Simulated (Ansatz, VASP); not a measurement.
## One calculation of K2S, two programs

File INCAR:

```
  ALGO = Normal
  EDIFF = 1E-6
  ENCUT = 500
  GGA = PS
  GGA_COMPAT = False
  ISIF = 2
  ISMEAR = 0
  LASPH = True
  LCHARG = False
  LREAL = False
  LWAVE = False
  NBANDS = 19
  NELM = 120
  PREC = Accurate
  SIGMA = 0.01
```

KPOINTS

```
k-points
0
Gamma
  4 4 4
```

File POSCAR:

```
K2S
1.0
    0.0000000000      3.7027186978      3.7027186978
    3.7027186978      0.0000000000      3.7027186978
    3.7027186978      3.7027186978      0.0000000000
K S
2 1
Direct
    0.2500000000      0.2500000000      0.2500000000
    0.7500000000      0.7500000000      0.7500000000
    0.0000000000      0.0000000000      0.0000000000
```

Input for Ansatz:

```yaml
crystal:
  lattice:
    - [0.0, 3.7027186978, 3.7027186978]
    - [3.7027186978, 0.0, 3.7027186978]
    - [3.7027186978, 3.7027186978, 0.0]
  atoms:
    - { symbol: K, position: [0.25, 0.25, 0.25] }
    - { symbol: K, position: [0.75, 0.75, 0.75] }
    - { symbol: S, position: [0.0, 0.0, 0.0] }
kpoints:
  mp_grid: { grid: [4, 4, 4] }
hamiltonian:
  xc: pbesol
scf:
  occupations: { method: fixed }
  n_extra_bands: 4
output:
  forces: true
  stress: true
  eigenvalues: true
```

Alike in both runs: task single point; functional PBEsol; k mesh 4 × 4 × 4; no spin polarisation.

```csv
,VASP,Ansatz
version,VASP 6.6.1,Ansatz 0.2.0
potentials or method,"VASP PAW PBE potentials, release 64 (K_sv, S)",plane waves
plane-wave cutoff (eV),500,420
occupations,"gaussian, width 0.01 eV",fixed
valence electrons in the cell,24,24
```

```csv
,VASP,Ansatz,Ansatz less VASP
gap on the k mesh at the Fermi level (eV),2.28,2.28,+0.002
pressure (GPa),-0.5,-0.5,-0.04
```

VASP's potentials were made for PBE, not for PBEsol.
